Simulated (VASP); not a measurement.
# TiB2 (P6/mmm) in VASP: a series of runs, part 2 of 2

VASP 6.6.1. The steps go on from the part before.

## 4. Relaxation of shape and atoms at fixed volume, PBEsol (volume scaled by 0.97)

INCAR

```
SYSTEM = TiB2
PREC = Accurate
ENCUT = 600
EDIFF = 1E-6
ISMEAR = 0
SIGMA = 0.1
LREAL = .FALSE.
LASPH = .TRUE.
NELM = 100
ALGO = Normal
ISIF = 4
LWAVE = .FALSE.
LCHARG = .FALSE.
GGA = PS
IBRION = 2
NSW = 50
EDIFFG = -0.01
```

KPOINTS

```
Automatic mesh
0
G
  18 18 14
  0 0 0
```

POSCAR

```
TiB2
1.0
    2.9867276312      0.0000000000      0.0000000000
   -1.4933638156      2.5865820028      0.0000000000
    0.0000000000      0.0000000000      3.1536187549
Ti B
1 2
Direct
    0.0000000000      0.0000000000      0.0000000000
    0.3333333333      0.6666666667      0.5000000000
    0.6666666667      0.3333333333      0.5000000000
```

On the command line:

```console
$ cat potpaw_PBE.64/Ti_sv/POTCAR potpaw_PBE.64/B/POTCAR > POTCAR
$ mpirun -np 1 vasp_std > vasp.out
```

It took 83 s on 1 thread of Intel Xeon 6975P-C, shared host; peak memory 0.25 GiB.

Results (log left out):

| Property | Result |
| --- | --- |
| Free energy | -25.7738 eV |
| Energy gained by relaxing | 0.1 meV/atom |
| Ionic steps | 2 |
| Pressure after relaxing | 8.8 GPa |
| Band gap on the k mesh | zero (band 9 reaches 10.85 eV, above the bottom of band 10 at 10.19 eV) |

Stress tensor (GPa, compression positive):
```
8.75 0.00 0.00
0.00 8.75 0.00
0.00 0.00 8.90
```

The path:
```csv
step,energy change (eV),largest force (eV/Å),pressure (GPa),volume (Å³)
1,0.0000,0.0000,8.97,24.36
2,-0.0004,0.0000,8.80,24.36
```

Final structure:
```yaml
crystal:
  lattice:
    - [2.99127, 0.00000, 0.00000]
    - [-1.49563, 2.59051, 0.00000]
    - [0.00000, 0.00000, 3.14405]
  atoms:
    - { symbol: Ti, position: [0.00000, 0.00000, 0.00000] }
    - { symbol: B, position: [0.33333, 0.66667, 0.50000] }
    - { symbol: B, position: [0.66667, 0.33333, 0.50000] }
```

Levels at points of the mesh, in eV from the Fermi level:
```
           k point  band 5  band 6  band 7  band 8  band 9  band 10  band 11  band 12  band 13
(0.00, 0.00, 0.00)  -13.76   -2.83   -2.83   -2.27   -2.19     2.03     2.03     3.99     3.99
(0.50, 0.00, 0.00)   -9.65   -9.32   -3.39   -3.31   -2.47     1.43     2.89     3.43     3.58
(0.00, 0.00, 0.50)  -11.60   -7.85   -0.61   -0.61   -0.32    -0.32     0.43     0.43     1.91
(0.50, 0.00, 0.50)   -9.97   -7.61   -4.91   -4.06   -3.19     2.75     3.11     4.95     4.97
```

Caveat: the cell differs from its parent crystal (volume scaled by 0.97); the PAW data sets were made with another functional, which shifts forces and pressure a little.

## 5. Relaxation of cell and atoms, PBEsol

This run uses another cell than the first one, of 8.55 Å³/atom, 1.122 times its volume.

INCAR

```
  PREC = Accurate
  ENCUT = 600
  EDIFF = 1E-6
  ISMEAR = 0
  SIGMA = 0.1
  LREAL = F
  LASPH = T
  NELM = 80
  ALGO = Normal
  ISIF = 3
  LWAVE = F
  LCHARG = F
  GGA = PS
  IBRION = 2
  NSW = 100
  EDIFFG = -0.005
```

KPOINTS

```
regular mesh
0
Gamma
  18 18 14
```

POSCAR

```
TiB2
1.0
    3.0292000000      0.0000000000      0.0000000000
   -1.5146000000      2.6233641531      0.0000000000
    0.0000000000      0.0000000000      3.2284000000
Ti B
1 2
Direct
    0.0000000000      0.0000000000      0.0000000000
    0.3333333333      0.6666666667      0.5000000000
    0.6666666667      0.3333333333      0.5000000000
```

On the command line:

```console
$ cat potpaw_PBE.64/Ti_sv/POTCAR potpaw_PBE.64/B/POTCAR > POTCAR
$ mpirun -np 1 vasp_std > vasp.out
```

Wall time 2.7 min (1 thread of Intel Xeon 6975P-C, shared host); peak memory 0.26 GiB.

Results (log left out):

```yaml
Free_energy: -25.7958 eV
Relaxed_volume: 8.38 Å³/atom
Relaxed_cell: a = 3.019 Å, b = 3.019 Å, c = 3.186 Å, α = 90.00°, β = 90.00°, γ = 120.00°
Space_group_after_relaxing_to_0.05_Å: P6/mmm (No. 191)
Energy_gained_by_relaxing: 3.1 meV/atom
Ionic_steps: 4
Pressure_after_relaxing: 0.0 GPa
Band_gap_on_the_k_mesh: zero (band 9 reaches 10.50 eV, above the bottom of band 10 at 9.87 eV)
```

Step by step:
| step | energy change (eV) | largest force (eV/Å) | pressure (GPa) | volume (Å³) |
| --- | --- | --- | --- | --- |
| 1 | 0.0000 | 0.0000 | -4.82 | 25.66 |
| 2 | -0.0026 | 0.0000 | 4.88 | 24.71 |
| 3 | -0.0086 | 0.0000 | 0.31 | 25.13 |
| 4 | -0.0093 | 0.0000 | 0.01 | 25.14 |

Final structure:
```cif
data_structure
_symmetry_space_group_name_H-M 'P 1'
_symmetry_Int_Tables_number 1
_cell_length_a 3.0187
_cell_length_b 3.0187
_cell_length_c 3.1861
_cell_angle_alpha 90.000
_cell_angle_beta 90.000
_cell_angle_gamma 120.000
_cell_volume 25.14
loop_
_atom_site_label
_atom_site_type_symbol
_atom_site_fract_x
_atom_site_fract_y
_atom_site_fract_z
_atom_site_occupancy
Ti1 Ti 0.00000 0.00000 0.00000 1
B1 B 0.33333 0.66667 0.50000 1
B2 B 0.66667 0.33333 0.50000 1
```

Levels at points of the mesh, in eV from the Fermi level:
| k point | band 5 | band 6 | band 7 | band 8 | band 9 | band 10 | band 11 | band 12 | band 13 |
| --- | --- | --- | --- | --- | --- | --- | --- | --- | --- |
| (0.00, 0.00, 0.00) | -13.60 | -2.74 | -2.74 | -2.23 | -2.21 | 1.93 | 1.93 | 3.81 | 3.81 |
| (0.50, 0.00, 0.00) | -9.49 | -9.26 | -3.33 | -3.25 | -2.38 | 1.36 | 2.78 | 3.28 | 3.46 |
| (0.00, 0.00, 0.50) | -11.56 | -7.72 | -0.59 | -0.59 | -0.29 | -0.29 | 0.41 | 0.41 | 1.77 |
| (0.50, 0.00, 0.50) | -9.83 | -7.56 | -4.78 | -3.94 | -3.19 | 2.59 | 2.97 | 4.68 | 4.75 |

Caveat: the PAW data sets were made with another functional, which shifts forces and pressure a little.

## 6. Relaxation of shape and atoms at fixed volume, PBEsol (volume scaled by 1.03)

INCAR

```
SYSTEM = TiB2
PREC = Accurate ; ENCUT = 600
EDIFF = 1E-6 ; ISMEAR = 0
SIGMA = 0.1 ; LREAL = .False.
LASPH = .True. ; NELM = 100
ALGO = Normal ; ISIF = 4
LWAVE = .False. ; LCHARG = .False.
GGA = PS ; IBRION = 2
NSW = 50 ; EDIFFG = -0.01
```

KPOINTS

```
regular mesh
0
Gamma
  18 18 14
  0 0 0
```

POSCAR

```
TiB2
1.0
    3.0470818239      0.0000000000      0.0000000000
   -1.5235409120      2.6388502669      0.0000000000
    0.0000000000      0.0000000000      3.2173453941
Ti B
1 2
Direct
    0.0000000000      0.0000000000      0.0000000000
    0.3333333333      0.6666666667      0.5000000000
    0.6666666667      0.3333333333      0.5000000000
```

Potentials or basis: VASP PAW PBE potentials, release 64 (Ti_sv, B).

On the command line:

```console
$ cat potpaw_PBE.64/Ti_sv/POTCAR potpaw_PBE.64/B/POTCAR > POTCAR
$ mpirun -np 1 vasp_std > vasp.out
```

Run time: 89 s. Hardware: 1 thread of Intel Xeon 6975P-C, shared host; peak memory 0.25 GiB.

It converged, with:

```
Free energy               : -25.7795 eV
Energy gained by relaxing : 0.1 meV/atom
Ionic steps               : 2
Pressure after relaxing   : -7.1 GPa
Band gap on the k mesh    : zero (band 9 reaches 10.19 eV, above the bottom of band 10 at 9.59 eV)
```

Step by step:
| step | energy change (eV) | largest force (eV/Å) | pressure (GPa) | volume (Å³) |
| --- | --- | --- | --- | --- |
| 1 | 0.0000 | 0.0000 | -7.19 | 25.87 |
| 2 | -0.0003 | 0.0000 | -7.08 | 25.87 |

Final structure:
```
Ti B
1.0
     3.04335    0.00000    0.00000
    -1.52168    2.63562    0.00000
     0.00000    0.00000    3.22524
Ti B
1 2
Direct
  0.00000 0.00000 0.00000
  0.33333 0.66667 0.50000
  0.66667 0.33333 0.50000
```

Levels at points of the mesh, in eV from the Fermi level:
```tsv
k point	band 5	band 6	band 7	band 8	band 9	band 10	band 11	band 12	band 13
(0.00, 0.00, 0.00)	-13.45	-2.65	-2.65	-2.27	-2.15	1.84	1.84	3.64	3.64
(0.50, 0.00, 0.00)	-9.35	-9.21	-3.28	-3.19	-2.31	1.29	2.67	3.15	3.36
(0.00, 0.00, 0.50)	-11.51	-7.61	-0.58	-0.58	-0.26	-0.26	0.39	0.39	1.64
(0.50, 0.00, 0.50)	-9.71	-7.52	-4.66	-3.84	-3.17	2.45	2.86	4.44	4.55
```

Caveat: the cell differs from its parent crystal (volume scaled by 1.03); the PAW data sets were made with another functional, which shifts forces and pressure a little.

## 7. The runs side by side

```tsv
task	cell	gap on the mesh (eV)	pressure (GPa)
relaxation of shape and atoms at fixed volume	relaxed from a = 2.931, b = 2.931, c = 3.072 Å, angles 90.0, 90.0, 120.0°, 3 atoms	none	30.1
relaxation of shape and atoms at fixed volume	relaxed from a = 2.959, b = 2.959, c = 3.113 Å, angles 90.0, 90.0, 120.0°, 3 atoms	none	18.7
relaxation of shape and atoms at fixed volume	relaxed from a = 2.987, b = 2.987, c = 3.154 Å, angles 90.0, 90.0, 120.0°, 3 atoms	none	8.8
relaxation of cell and atoms	relaxed from a = 3.029, b = 3.029, c = 3.228 Å, angles 90.0, 90.0, 120.0°, 3 atoms	none	0.0
relaxation of shape and atoms at fixed volume	relaxed from a = 3.047, b = 3.047, c = 3.217 Å, angles 90.0, 90.0, 120.0°, 3 atoms	none	-7.1
```

Alike in all rows: level PBEsol; potentials or basis VASP PAW PBE potentials, release 64 (Ti_sv, B); no spin polarisation; k mesh 18 × 18 × 14; cutoff (eV) 600; smearing gaussian 0.1 eV.

Caveats: the PAW data sets were made with another functional, which shifts forces and pressure a little.

Absolute energies hang on the potentials; compare differences alone.
